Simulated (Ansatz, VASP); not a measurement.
# Cu: VASP beside Ansatz

File INCAR:

```
PREC = Accurate
ENCUT = 520
EDIFF = 1E-6
ISMEAR = -1
SIGMA = 0.1
LREAL = False
LASPH = True
NELM = 100
ALGO = Normal
ISIF = 2
LWAVE = False
LCHARG = True
GGA = PS
LELF = True
LVHAR = True
NBANDS = 12
```

The input KPOINTS:

```
regular mesh
0
Gamma
  25 25 25
```

POSCAR

```
Cu
1.0
    0.0000000000      1.7573221069      1.7573221069
    1.7573221069      0.0000000000      1.7573221069
    1.7573221069      1.7573221069      0.0000000000
Cu
1
Direct
    0.0000000000      0.0000000000      0.0000000000
```

Input for Ansatz:

```yaml
crystal:
  lattice:
    - [0.0, 1.7573221084, 1.7573221084]
    - [1.7573221084, 0.0, 1.7573221084]
    - [1.7573221084, 1.7573221084, 0.0]
  atoms:
    - { symbol: Cu, position: [0.0, 0.0, 0.0] }
hamiltonian:
  xc: pbesol
  pseudopotentials:
    kind: paw
    azcp:
      Cu: "pseudopotentials/Cu.paw.azcp"
basis:
  ecutwfc: 420
  fft_grid_basis: typed
kpoints:
  mp_grid: { grid: [25, 25, 25], shift: [0, 0, 0] }
magnetization:
  spin_polarized: false
scf:
  occupations: { method: fermi_dirac, width: 0.1 }
output:
  stress: true
```

Alike in both runs: task single point; functional PBEsol; k mesh 25 × 25 × 25; occupations fermi-dirac, width 0.1 eV; no spin polarisation.

|  | VASP | Ansatz |
| --- | --- | --- |
| version | VASP 6.6.1 | Ansatz 0.2.0 |
| potentials or method | VASP PAW PBE potentials, release 64 (Cu), cutoff 520 eV | plane waves (420 eV) with PAW, scalar-relativistic |
| valence electrons in the cell | 11 | 19 |

Ansatz gave:

- pressure (GPa): 7.8

Q: Which values does VASP return?

A: Pressure (GPa): 8.5.

VASP's potentials were made for PBE, not for PBEsol, and Ansatz warns of the same on its side. With one functional, cell and mesh, what is left measures potentials, basis and numerics. VASP's potentials hold 11 valence electrons a cell and Ansatz's 19, so a difference there can come from the potentials and not from the codes.
